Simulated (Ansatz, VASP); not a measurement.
**Sn3S2: VASP beside Ansatz**

```
Sn S
1.0
     1.86633    1.07752   10.38189
    -1.86633    1.07752   10.38189
     0.00000   -2.15505   10.38189
Sn S
3 2
Cartesian
  0.0000 0.0000 0.0000
  0.0000 0.0000 6.5822
  0.0000 0.0000 24.5635
  0.0000 0.0000 12.3749
  0.0000 0.0000 18.7707
```

Alike in both runs: functional PBE; k mesh 6 × 6 × 6; occupations gaussian, width 0.1 eV; no spin polarisation.

Ansatz relaxed the structure, and its values are those at the end. VASP's run is a single point on that final structure, the one shown.

```csv
,VASP,Ansatz
version,VASP 6.6.1,Ansatz 0.2.0
potentials or method,"VASP PAW PBE potentials, release 64 (Sn_d, S), cutoff 520 eV","scalar-relativistic, plane waves, PAW"
valence electrons in the cell,54,54
```

Ansatz gave:

| Quantity | Value |
| --- | --- |
| gap on the k mesh at the Fermi level (eV) | none |
| pressure (GPa) | 0.0 |
| rms of the force components (eV/Å) | 0.004 |

What did VASP give for the same quantities?

gap on the k mesh at the Fermi level (eV): none; pressure (GPa): 0.0; rms of the force components (eV/Å): 0.001.

A gap of «none» marks a metal or a gap that the smearing closes.
